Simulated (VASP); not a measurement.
Al8H:

```
Al H
1.0
     5.68031    0.00000    0.00000
    -2.84015    4.91929    0.00000
     0.00000    0.00000    4.75436
Al H
8 1
Direct
  0.33333 0.16667 0.75000
  0.33333 0.66667 0.75000
  0.83333 0.16667 0.75000
  0.83333 0.66667 0.75000
  0.16667 0.33333 0.25000
  0.16667 0.83333 0.25000
  0.66667 0.33333 0.25000
  0.66667 0.83333 0.25000
  0.16667 0.33333 0.61111
```

* Program: VASP 6.6.1
* Task: relaxation of cell and atoms
* Functional: PBE
* Potentials or basis: VASP PAW PBE potentials, release 64 (Al, H)
* Cutoff: 600 eV
* k mesh: 6 × 6 × 6
* Occupations: gaussian, width 0.1 eV
* Spin: no spin polarisation

At the start: pressure 3.1 GPa; volume 14.76 Å³/atom.

Problem. How do energy, volume and symmetry change on relaxing?

Solution. Over 12 steps the energy falls by 32.0 meV/atom and the volume is 15.31 Å³/atom (+3.7 %); space group P3m1 (No. 156, to 0.1 Å) before and after.

The path:
```csv
step,energy change (eV),largest force (eV/Å),pressure (GPa),volume (Å³)
1,0.0000,1.1300,3.14,132.85
2,-0.2093,0.5291,-0.41,138.49
3,-0.2266,0.3432,-1.57,140.81
4,-0.2666,0.2073,-0.43,138.44
5,-0.2711,0.1410,0.15,137.40
6,-0.2763,0.0997,0.09,137.49
7,-0.2802,0.1504,0.01,137.67
8,-0.2830,0.1248,-0.03,137.73
9,-0.2866,0.0494,-0.12,137.91
10,-0.2880,0.0404,0.07,137.57
11,-0.2880,0.0406,0.06,137.59
12,-0.2882,0.0186,-0.03,137.78
```

Final structure:
```
Al H
1.0
     5.80551    0.00000    0.00000
    -2.90275    5.02772    0.00000
     0.00000    0.00000    4.72025
Al H
8 1
Direct
  0.34094 0.15906 0.75611
  0.34094 0.68189 0.75611
  0.81811 0.15906 0.75611
  0.83333 0.66667 0.75958
  0.16667 0.33333 0.21330
  0.16402 0.83201 0.26066
  0.66799 0.33598 0.26066
  0.66799 0.83201 0.26066
  0.16667 0.33333 0.58794
```
